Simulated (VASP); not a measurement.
Input of a VASP 6.6.1 run:

File POSCAR:

```
TaN
1.0
    3.1088180366      0.0000000000      0.0000000000
   -1.5544090183      2.6923153955      0.0000000000
    0.0000000000      0.0000000000     23.3458482441
Ta N
3 3
Direct
    0.3333333333      0.6666666667      0.3640904332
    0.0000000000      0.0000000000      0.4728180866
    0.6666666667      0.3333333333      0.5869040638
    0.6666666667      0.3333333333      0.4184542599
    0.3333333333      0.6666666667      0.5275468737
    0.0000000000      0.0000000000      0.6251633642
```

The input INCAR.step1:

```
ALGO     = Normal         # electronic algorithm
DIPOL    = 0.5 0.5 0.499
EDIFF    = 1E-4           # SCF threshold, eV
ENCUT    = 520            # plane-wave cutoff, eV
GGA      = PE             # functional
IDIPOL   = 3            
ISMEAR   = 0              # smearing method
LASPH    = T              # aspherical terms in the spheres
LCHARG   = F              # write CHGCAR
LDIPOL   = T            
LREAL    = F              # projectors in reciprocal space
LWAVE    = T              # write WAVECAR
NBANDS   = 33             # bands
NELM     = 60             # most SCF steps
PREC     = Accurate       # precision mode
SIGMA    = 0.1            # smearing width, eV
```

The input INCAR.step2:

```
ALGO     = Normal         # electronic algorithm
DIPOL    = 0.5 0.5 0.499
EDIFF    = 1E-6           # SCF threshold, eV
ENCUT    = 520            # plane-wave cutoff, eV
IDIPOL   = 3            
ISIF     = 2              # what is computed and relaxed
ISMEAR   = 0              # smearing method
ISTART   = 1            
LASPH    = T              # aspherical terms in the spheres
LCHARG   = F              # write CHGCAR
LDIPOL   = T            
LMIXTAU  = T            
LREAL    = F              # projectors in reciprocal space
LWAVE    = F              # write WAVECAR
METAGGA  = R2SCAN         # meta-GGA
NBANDS   = 33             # bands
NELM     = 60             # most SCF steps
PREC     = Accurate       # precision mode
SIGMA    = 0.1            # smearing width, eV
```

File KPOINTS:

```
k-points
0
Gamma
  9 9 1
```

Potentials or basis: VASP PAW PBE potentials, release 64 (Ta_pv, N).

Launch:

```console
$ cat potpaw_PBE.64/Ta_pv/POTCAR potpaw_PBE.64/N/POTCAR > POTCAR
$ cp INCAR.step1 INCAR
$ mpirun -np 1 vasp_std > vasp.out
$ cp INCAR.step2 INCAR
$ mpirun -np 1 vasp_std > vasp.out
```

(1) Predict the largest force.

(2) What does it give for the band gap on the k mesh?

Results:

(1) 0.565 eV/Å.

(2) zero (band 24 reaches -0.49 eV, above the bottom of band 25 at -1.51 eV).

Caveat: the PAW data sets were made with another functional, which shifts forces and pressure a little; spin-orbit coupling is left out, which moves the levels of the heavy elements.
